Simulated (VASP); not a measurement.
# Al3GaN4 (Cm) in VASP: notebook

Runs on Al3GaN4. Level: PBEsol. Tasks: single point.

Everything below comes from runs of VASP 6.6.1. Logs are shortened: lines on timing, memory, paths and dates and some standing lists are left out, and cuts for length are marked.

### 1 The cell of the first run

It takes space group Cm (No. 8, monoclinic). The conventional cell has a = 6.232 Å, b = 6.232 Å, c = 8.875 Å, α = 90.00°, β = 96.72°, γ = 90.00°. Within 1.6 Å of Al (site symmetry 1) lie 1 N at 1.20 Å. Al (site symmetry 1) has 4 N at 1.90 Å within 2.5 Å. Within 2.5 Å of Al (site symmetry m) lie 4 N at 1.90 Å. Within 2.5 Å of Al (site symmetry m) lie 4 N at 1.90 Å. Ga (site symmetry m) has 4 N at 1.95 Å within 2.6 Å. Within 2.6 Å of Ga (site symmetry m) lie 4 N at 1.95 Å. N (site symmetry m) has 3 Al at 1.90 Å and 1 Ga at 1.95 Å within 2.5 Å. N (site symmetry m) has 3 Al at 1.90 Å and 1 Ga at 1.95 Å within 2.5 Å.

### 2 Single point, PBEsol

File INCAR:

```
SYSTEM = Al3GaN4
PREC     = Accurate       ! precision mode
ENCUT    = 520            ! plane-wave cutoff, eV
EDIFF    = 1E-7           ! SCF threshold, eV
ISMEAR   = 0              ! smearing method
SIGMA    = 0.05           ! smearing width, eV
LREAL    = Auto         
LASPH    = .TRUE.         ! aspherical terms in the spheres
NELM     = 60             ! most SCF steps
ALGO     = Normal         ! electronic algorithm
ISIF     = 2              ! what is computed and relaxed
LWAVE    = .FALSE.        ! write WAVECAR
LCHARG   = .FALSE.        ! write CHGCAR
GGA      = PS             ! functional
NBANDS   = 56             ! bands
```

File KPOINTS:

```
Automatic mesh
0
G
  5 5 3
  0 0 0
```

File POSCAR:

```
Al3GaN4
1.0
    0.0000000000     -4.4069948432      0.0000000000
    0.0000000000      0.0000000000     -4.4069948432
    8.8139896863     -0.7346460404      0.7346460404
Al Ga N
6 2 8
Direct
    0.4897979600      1.0102020400      0.0612000000
    0.4064479600      1.0935520400      0.5612000000
   -0.0102020400      0.5102020400      0.0612000000
   -0.0935520400      0.5935520400      0.5612000000
    0.4481229600      0.5518770400      0.3112000000
    0.3647729600      0.6352270400      0.8112000000
   -0.0518770400      1.0518770400      0.3112000000
   -0.1352270400      1.1352270400      0.8112000000
    0.2246938541      0.7753061459      0.1835538588
    0.1413438541      0.8586561459      0.6835538588
    0.7141092893      0.2858907107      0.1835538588
    0.6307592893      0.3692407107      0.6835538588
    0.0987866307      0.4117979341      0.9388461412
    0.1821366307      0.3284479341      0.4388461412
    0.5882020659      0.9012133693      0.9388461412
    0.6715520659      0.8178633693      0.4388461412
```

Potentials or basis: VASP PAW PBE potentials, release 64 (Al, Ga_d, N).

Run with:

```bash
cat potpaw_PBE.64/Al/POTCAR potpaw_PBE.64/Ga_d/POTCAR potpaw_PBE.64/N/POTCAR > POTCAR
mpirun -np 1 vasp_std > vasp.out
```

OUTCAR:

```text
SYSTEM = Al3GaN4
   PREC = Accurate
   ENCUT = 520
   EDIFF = 1E-7
   ISMEAR = 0
   LREAL = Auto
   LASPH = .TRUE.
   NELM = 60
   ISIF = 2
   GGA = PS

 ion  position               nearest neighbor table
   1  0.490  0.010  0.061-  15 1.20   9 1.90  11 1.90   8 2.75   6 2.75   5 3.12   7 3.12   7 3.12
                             5 3.12   3 3.12   3 3.12   3 3.12   3 3.12
   2  0.406  0.094  0.561-  14 1.90  10 1.90  12 1.90  16 1.90   7 3.12   6 3.12   5 3.12   8 3.12
                             7 3.12   8 3.12   5 3.12   6 3.12   4 3.12   4 3.12   4 3.12   4 3.12
   3  0.990  0.510  0.061-  13 1.20   9 1.90  11 1.90   8 2.75   6 2.75   7 3.12   5 3.12   7 3.12
                             5 3.12   1 3.12   1 3.12   1 3.12   1 3.12
   4  0.906  0.594  0.561-  16 1.90  10 1.90  12 1.90  14 1.90   5 3.12   8 3.12   7 3.12   6 3.12
                             7 3.12   8 3.12   5 3.12   6 3.12   2 3.12   2 3.12   2 3.12   2 3.12
   5  0.448  0.552  0.311-  11 1.90  14 1.90  16 1.90   9 1.90   3 3.12   2 3.12   1 3.12   4 3.12
                             3 3.12   4 3.12   1 3.12   2 3.12   7 3.12   7 3.12   7 3.12   7 3.12
   6  0.365  0.635  0.811-  12 1.90  13 1.90  15 1.90  10 1.90   1 2.75   3 2.75   4 3.12   2 3.12
                             4 3.12   2 3.12   8 3.12   8 3.12   8 3.12   8 3.12
   7  0.948  0.052  0.311-   9 1.95  14 1.95  16 1.95  11 1.95   1 3.12   4 3.12   3 3.12   2 3.12
                             3 3.12   4 3.12   1 3.12   2 3.12   5 3.12   5 3.12   5 3.12   5 3.12
   8  0.865  0.135  0.811-  10 1.95  13 1.95  15 1.95  12 1.95   1 2.75   3 2.75   2 3.12   4 3.12
                             4 3.12   2 3.12   6 3.12   6 3.12   6 3.12   6 3.12
   9  0.225  0.775  0.184-   1 1.90   3 1.90   5 1.90   7 1.95
  10  0.141  0.859  0.684-   2 1.90   4 1.90   6 1.90   8 1.95
  11  0.714  0.286  0.184-   5 1.90   3 1.90   1 1.90   7 1.95
  12  0.631  0.369  0.684-   6 1.90   4 1.90   2 1.90   8 1.95
  13  0.099  0.412  0.939-   3 1.20   6 1.90   8 1.95
  14  0.182  0.328  0.439-   2 1.90   5 1.90   4 1.90   7 1.95
  15  0.588  0.901  0.939-   1 1.20   6 1.90   8 1.95
  16  0.672  0.818  0.439-   4 1.90   5 1.90   2 1.90   7 1.95

 -----------------------------------------------------------------------------
|                                                                             |
|           W    W    AA    RRRRR   N    N  II  N    N   GGGG   !!!           |
|           W    W   A  A   R    R  NN   N  II  NN   N  G    G  !!!           |
|           W    W  A    A  R    R  N N  N  II  N N  N  G       !!!           |
|           W WW W  AAAAAA  RRRRR   N  N N  II  N  N N  G  GGG   !            |
|           WW  WW  A    A  R   R   N   NN  II  N   NN  G    G                |
|           W    W  A    A  R    R  N    N  II  N    N   GGGG   !!!           |
|                                                                             |
|     The distance between some ions is very small. Please check the          |
|     nearest-neighbor list in the OUTCAR file.                               |
|     I HOPE YOU KNOW WHAT YOU ARE DOING!                                     |
|                                                                             |
 -----------------------------------------------------------------------------

  LATTYP: Found a base centered monoclinic cell.
 ALAT       =     6.2324318766
 B/A-ratio  =     1.0000000000
 C/A-ratio  =     1.4240045260
 COS(beta)  =    -0.1170642347

  Lattice vectors:

 A1 = (   0.0000000000,   0.0000000000,  -4.4069948432)
 A2 = (   0.0000000000,   4.4069948432,   0.0000000000)
 A3 = (   8.8139896863,  -0.7346460404,   0.7346460404)

Analysis of symmetry for initial positions (statically):
=====================================================================
 Subroutine PRICEL returns:
 Original cell was already a primitive cell.

 Routine SETGRP: Setting up the symmetry group for a
 base centered monoclinic supercell.

 Subroutine GETGRP returns: Found  2 space group operations
 (whereof  2 operations were pure point group operations)
 out of a pool of  4 trial point group operations.

The static configuration has the point symmetry C_1h.

Analysis of symmetry for dynamics (positions and initial velocities):
=====================================================================
 Subroutine PRICEL returns:
 Original cell was already a primitive cell.

 Routine SETGRP: Setting up the symmetry group for a
 base centered monoclinic supercell.

 Subroutine GETGRP returns: Found  2 space group operations
 (whereof  2 operations were pure point group operations)
 out of a pool of  4 trial point group operations.

The dynamic configuration has the point symmetry C_1h.
[... 68 lines left out ...]
     0.003782623  0.000000000 -0.045382399     0.000000000  0.200000000  0.000000000
     0.037818666  0.000000000  0.000000000     0.000000000  0.000000000  0.333333333

  Length of vectors
     0.045539767  0.045539767  0.037818666

  Shift w.r.t. Gamma in fractional coordinates (k-lattice)
     0.000000000  0.000000000  0.000000000

 Subroutine IBZKPT returns following result:
 ===========================================

 Found     24 irreducible k-points:

 Following reciprocal coordinates:
            Coordinates               Weight
  0.000000  0.000000  0.000000      1.000000
  0.200000  0.000000 -0.000000      4.000000
  0.400000  0.000000 -0.000000      4.000000
  0.200000  0.200000  0.000000      2.000000
  0.400000  0.200000 -0.000000      4.000000
 -0.400000  0.200000  0.000000      4.000000
[... 16 lines left out ...]
  0.400000 -0.400000  0.333333      2.000000
  0.200000 -0.200000  0.333333      2.000000
   k-points           NKPTS =     24   k-points in BZ     NKDIM =     24   number of bands    NBANDS=     56
   number of dos      NEDOS =    301   number of ions     NIONS =     16
   total plane-waves  NPLWV =  90720
   dimension x,y,z NGX =    36 NGY =   36 NGZ =   70
   dimension x,y,z NGXF=    72 NGYF=   72 NGZF=  140
   ions per type =               6   2   8
   NGX,Y,Z   is equivalent  to a cutoff of  13.58, 13.58, 13.11 a.u.
   NGXF,Y,Z  is equivalent  to a cutoff of  27.16, 27.16, 26.22 a.u.
 SYSTEM =  Al3GaN4
   PREC   = accura    normal or accurate (medium, high low for compatibility)
   ISTART =      0    job   : 0-new  1-cont  2-samecut
   ICHARG =      2    charge: 1-file 2-atom 10-const
   ISPIN  =      1    spin polarized calculation?
   LNONCOLLINEAR =      F non collinear calculations
   LSORBIT =      F    spin-orbit coupling
   LASPH  =      T    aspherical Exc in radial PAW
   ENCUT  =  520.0 eV  38.22 Ry    6.18 a.u.   8.19  8.19 16.50*2*pi/ulx,y,z
   NELM   =     60;   NELMIN=  2; NELMDL= -5     # of ELM steps
   EDIFF  = 0.1E-06   stopping-criterion for ELM
   LREAL  =      T    real-space projection
   EDIFFG = 0.1E-05   stopping-criterion for IOM
   NSW    =      0    number of steps for IOM
   IBRION =     -1    ionic relax: 0-MD 1-quasi-New 2-CG
   NFREE  =      0    steps in history (QN), initial steepest desc. (CG)
   ISIF   =      2    stress and relaxation
   ISYM   =      2    0-nonsym 1-usesym 2-fastsym
   POTIM  = 0.5000    time-step for ionic-motion
   TEBEG  =    0.0;   TEEND  =   0.0 temperature during run
   PSTRESS=    0.0 pullay stress
   NELECT =      84.0000    total number of electrons
   NUPDOWN=      -1.0000    fix difference up-down
   EMIN   =  10.00;   EMAX   =-10.00  energy-range for DOS
   EFERMI =   0.00;   METHOD = LEGACY
   ISMEAR =     0;   SIGMA  =   0.05  broadening in eV -4-tet -1-fermi 0-gaus
   EFERMI_NEDOS =   21; number of points for ismear=-14 and -15
   IALGO  =     38    algorithm
   IMIX   =      4    mixing-type and parameters
     AMIX     =   0.40;   BMIX     =  1.00
     AMIX_MAG =   1.60;   BMIX_MAG =  1.00
  volume/ion in A,a.u.               =      10.70        72.20
  Fermi-wavevector in a.u.,A,eV,Ry     =   1.291265  2.440137 22.685883  1.667365
  Thomas-Fermi vector in A             =   2.423046
   LORBIT       =      0    0 simple, 1 ext, 2 COOP (PROOUT), +10 PAW based schemes
   GGA     = PS    functional components
   LHFCALC =     F    Hartree Fock is set to
   AEXX    =    0.0000 exact exchange contribution
   IVDW    =     0    specifies the selected vdW correction
   LEPSILON=     F    determine dielectric tensor
   LRPA    =     F    only Hartree local field effects (RPA)
 non-spin polarized calculation
 Gauss-broadening in eV      SIGMA  =   0.05
  energy-cutoff  :      520.00
  volume of cell :      171.18
 maximum number of plane-waves:      4634
 NGX is ok and might be reduce to    36

 number of electron      83.9999989 magnetization

 Free energy of the ion-electron system (eV)
  ---------------------------------------------------
  ext. energy  EPLUGINS =         0.00000000
  ---------------------------------------------------
  free energy    TOTEN  =       -94.88486493 eV

  energy without entropy =      -94.88486493  energy(sigma->0) =      -94.88486493

 E-fermi :   6.0313     XC(G=0): -11.2326

 val. band max:        5.7463678363   @ k =   0.0000   0.0000   0.0000
 cond. band min:       8.3186212842   @ k =   0.0000   0.0000   0.0000
 fundamental gap:      2.5722534479
 Fermi energy:         6.0313424475

 k-point     1 :       0.0000    0.0000    0.0000
  band No.  band energies     occupation
      1      -9.6519      2.00000
      2      -8.7575      2.00000
      3      -8.4582      2.00000
      4      -8.0729      2.00000
      5      -7.9873      2.00000
      6      -7.8770      2.00000
[... 1357 lines left out ...]
     53      14.4089      0.00000
     54      14.7420      0.00000
 [bands above 54 left out]

------------------------ aborting loop because EDIFF is reached ----------------------------------------

  FORCE on cell =-STRESS in cart. coord.  units (eV):
  Direction    XX          YY          ZZ          XY          YZ          ZX
  --------------------------------------------------------------------------------------
  -------------------------------------------------------------------------------------
  Total      120.1588788     12.2570429     12.2570429     42.7869980    -15.3893256    -42.7869976
  in kB     1124.6278323    114.7198753    114.7198753    400.4651945   -144.0364958   -400.4651914
  external PRESSURE =     451.3558610 kB  Pullay stress =       0.0000000 kB

 VOLUME and BASIS-vectors are now :
 -----------------------------------------------------------------------------
  energy-cutoff  :      520.00
  volume of cell :      171.18
      direct lattice vectors                 reciprocal lattice vectors
     0.000000000 -4.406994843  0.000000000    -0.018913115 -0.226911997  0.000000000
     0.000000000  0.000000000 -4.406994843     0.018913115  0.000000000 -0.226911997
     8.813989686 -0.734646040  0.734646040     0.113455998  0.000000000  0.000000000

 POSITION                                       TOTAL-FORCE (eV/Angst)
 -----------------------------------------------------------------------------------
      0.53942     -2.20350      0.00000        53.972798     17.052630    -19.099141
      4.94641     -2.20350      0.00000         0.238387     -0.013552      0.014362
      0.53942     -4.40699     -2.20350        53.972798     19.099141    -17.052630
      4.94641     -4.40699     -2.20350         0.238387     -0.014362      0.013552
      2.74291     -2.20350     -2.20350         0.346457     -0.003097      0.003097
      7.14991     -2.20350     -2.20350        -0.281772     -0.368227      0.368227
[... 8 lines left out ...]
      8.27498     -3.28192     -3.28192       -54.209099    -17.139061     19.233230
      3.86799     -3.28192     -3.28192        -0.217250      0.022077     -0.045377
 -----------------------------------------------------------------------------------
    total drift:                                0.041061      0.001261     -0.001260

  FREE ENERGIE OF THE ION-ELECTRON SYSTEM (eV)
  ---------------------------------------------------
  free  energy   TOTEN  =       -94.8848649285 eV

  energy  without entropy=      -94.8848649285  energy(sigma->0) =      -94.88486493
```

Run time: 4.3 min. Hardware: 1 thread of Intel Xeon 6975P-C (Granite Rapids), shared host; peak memory 0.36 GiB.

What came out:

```
Free energy            : -94.8849 eV
Pressure               : 45.1 GPa
Largest force          : 60.019 eV/Å
Band gap on the k mesh : 2.57 eV, direct
```

Forces in eV/Å, atoms in the order of the input:
```
Al   53.973  17.053 -19.099
Al    0.238  -0.014   0.014
Al   53.973  19.099 -17.053
Al    0.238  -0.014   0.014
Al    0.346  -0.003   0.003
Al   -0.282  -0.368   0.368
Ga    0.419  -0.067   0.067
Ga   -0.563  -0.322   0.322
N     0.470   0.498  -0.498
N    -0.081  -0.056   0.056
N     0.253   0.604  -0.604
N    -0.131  -0.105   0.105
N   -54.209 -19.233  17.139
N    -0.217   0.045  -0.022
N   -54.209 -17.139  19.233
N    -0.217   0.022  -0.045
```

Caveat: the PAW data sets were made with another functional, which shifts forces and pressure a little. As with any semilocal functional, this PBEsol gap is likely too small.

### 3 Single point, PBEsol

This run uses another cell than the first one, of the same volume but with other edges.

File INCAR:

```
PREC     = Accurate       # precision mode
ENCUT    = 520            # plane-wave cutoff, eV
EDIFF    = 1E-6           # SCF threshold, eV
ISMEAR   = 0              # smearing method
SIGMA    = 0.05           # smearing width, eV
LREAL    = Auto         
LASPH    = True           # aspherical terms in the spheres
NELM     = 60             # most SCF steps
ALGO     = Normal         # electronic algorithm
ISIF     = 2              # what is computed and relaxed
LWAVE    = False          # write WAVECAR
LCHARG   = False          # write CHGCAR
GGA      = PS             # functional
NBANDS   = 56             # bands
```

File KPOINTS:

```
regular mesh
0
Gamma
  5 5 3
```

File POSCAR:

```
Al3GaN4
1.0
    0.0000000000     -4.4069948432      0.0000000000
    0.0000000000      0.0000000000     -4.4069948432
    8.8139896863     -1.4688513812      1.4688513812
Al Ga N
6 2 8
Direct
    0.4796020400      1.0203979600      0.0612000000
    0.3129520400      1.1870479600      0.5612000000
   -0.0203979600      0.5203979600      0.0612000000
   -0.1870479600      0.6870479600      0.5612000000
    0.3962770400      0.6037229600      0.3112000000
    0.2296270400      0.7703729600      0.8112000000
   -0.1037229600      1.1037229600      0.3112000000
   -0.2703729600      1.2703729600      0.8112000000
    0.1941137813      0.8058862187      0.1835538588
    0.0274637813      0.9725362187      0.6835538588
    0.6835292165      0.3164707835      0.1835538588
    0.5168792165      0.4831207835      0.6835538588
   -0.0576251365      0.5682097013      0.9388461412
    0.1090248635      0.4015597013      0.4388461412
    0.4317902987      1.0576251365      0.9388461412
    0.5984402987      0.8909751365      0.4388461412
```

Potentials or basis: VASP PAW PBE potentials, release 64 (Al, Ga_d, N).

Run with:

```bash
cat potpaw_PBE.64/Al/POTCAR potpaw_PBE.64/Ga_d/POTCAR potpaw_PBE.64/N/POTCAR > POTCAR
mpirun -np 1 vasp_std > vasp.out
```

Run time: 4.2 min. Hardware: 1 thread of Intel Xeon 6975P-C (Granite Rapids), shared host; peak memory 0.36 GiB.

Results (log left out):

```
Free energy            : -94.8888 eV
Pressure               : 45.1 GPa
Largest force          : 60.018 eV/Å
Band gap on the k mesh : 2.56 eV, direct
```

Forces on the atoms (eV/Å):
```
Al   53.962 -19.092  17.054
Al    0.236   0.014  -0.013
Al   53.962 -17.054  19.092
Al    0.236   0.013  -0.014
Al    0.349   0.041  -0.041
Al   -0.281   0.354  -0.354
Ga    0.416   0.024  -0.024
Ga   -0.554   0.336  -0.336
N     0.449  -0.649   0.649
N    -0.119   0.107  -0.107
N     0.278  -0.453   0.453
N    -0.090   0.055  -0.055
N   -54.206  17.091 -19.282
N    -0.215  -0.020   0.048
N   -54.206  19.282 -17.091
N    -0.215  -0.048   0.020
```

Stress tensor (GPa, compression positive):
```
112.43 -40.06  40.06
-40.06  11.47 -14.40
 40.06 -14.40  11.47
```

Levels at points of the mesh, in eV from the valence-band top:
| k point | band 40 | band 41 | band 42 | band 43 | band 44 | band 45 |
| --- | --- | --- | --- | --- | --- | --- |
| (0.00, 0.00, 0.00) | -0.44 | -0.42 | 0.00 | 2.56 | 3.16 | 3.41 |

Caveat: the PAW data sets were made with another functional, which shifts forces and pressure a little.
